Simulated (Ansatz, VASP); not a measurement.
**One calculation of TiAl2, two programs**

INCAR

```
SYSTEM = TiAl2
PREC = Accurate ; ENCUT = 520
EDIFF = 1E-6 ; ISMEAR = 0
SIGMA = 0.1 ; LREAL = .FALSE.
LASPH = .TRUE. ; NELM = 100
ALGO = Normal ; ISIF = 2
LWAVE = .FALSE. ; LCHARG = .FALSE.
LDIPOL = .TRUE. ; IDIPOL = 3
DIPOL = 0.5 0.5 0.497 ; GGA = PS
NBANDS = 48
```

KPOINTS

```
regular mesh
0
G
  9 9 1
  0 0 0
```

POSCAR

```
TiAl2
1.0
    3.9006678799      0.0000000000      0.0000000000
    0.0000000000      3.9724249773      0.0000000000
    0.0000000000      0.0000000000     25.1697036736
Al Ti
8 4
Direct
    0.5000000000      0.0000000000      0.2979772864
    0.0000000000      0.5000000000      0.2979772864
    0.5000000000      0.5000000000      0.3807725326
    0.0000000000      0.5000000000      0.4546078495
    0.0000000000      0.0000000000      0.5374030957
    0.5000000000      0.5000000000      0.5374030957
    0.0000000000      0.5000000000      0.6201983419
    0.5000000000      0.5000000000      0.6940336588
    0.0000000000      0.0000000000      0.3727834778
    0.5000000000      0.0000000000      0.4625969043
    0.5000000000      0.0000000000      0.6122092870
    0.0000000000      0.0000000000      0.7020227136
```

Input for Ansatz:

```yaml
crystal:
  lattice:
    - [3.9006678799, 0.0, 0.0]
    - [0.0, 3.9724249773, 0.0]
    - [0.0, 0.0, 25.1697036736]
  atoms:
    - { symbol: Al, position: [0.5, 0.0, 0.2979772864] }
    - { symbol: Al, position: [0.0, 0.5, 0.2979772864] }
    - { symbol: Ti, position: [0.0, 0.0, 0.3727834778] }
    - { symbol: Al, position: [0.5, 0.5, 0.3807725326] }
    - { symbol: Al, position: [0.0, 0.5, 0.4546078495] }
    - { symbol: Ti, position: [0.5, 0.0, 0.4625969043] }
    - { symbol: Al, position: [0.0, 0.0, 0.5374030957] }
    - { symbol: Al, position: [0.5, 0.5, 0.5374030957] }
    - { symbol: Ti, position: [0.5, 0.0, 0.612209287] }
    - { symbol: Al, position: [0.0, 0.5, 0.6201983419] }
    - { symbol: Al, position: [0.5, 0.5, 0.6940336588] }
    - { symbol: Ti, position: [0.0, 0.0, 0.7020227136] }
basis:
  ecutwfc: 420
kpoints:
  mp_grid: { grid: [9, 9, 1] }
hamiltonian:
  xc: pbesol
scf:
  occupations: { method: gaussian, width: 0.1 }
output:
  forces: true
  stress: true
  eigenvalues: true
  write_density: true
  write_potential: true
  elf: true
  volumetric_format: npy
efield:
  axis: 3
  dipole_correction: true
  ramp_width: 0.04
```

Alike in both runs: task single point; functional PBEsol; k mesh 9 × 9 × 1; occupations gaussian, width 0.1 eV; no spin polarisation.

```csv
,VASP,Ansatz
version,VASP 6.6.1,Ansatz 0.2.0
potentials or method,"VASP PAW PBE potentials, release 64 (Al, Ti_sv), cutoff 520 eV","scalar-relativistic, plane waves, PAW"
valence electrons in the cell,72,72
```

```tsv
	VASP	Ansatz	Ansatz less VASP
gap on the k mesh at the Fermi level (eV)	none	none	-
rms of the force components (eV/Å)	0.185	0.185	-0.0003
```

VASP's potentials were made for PBE, not for PBEsol. A gap of «none» marks a metal or a gap that the smearing closes. Ansatz's warnings: xc potential rough in thin density.
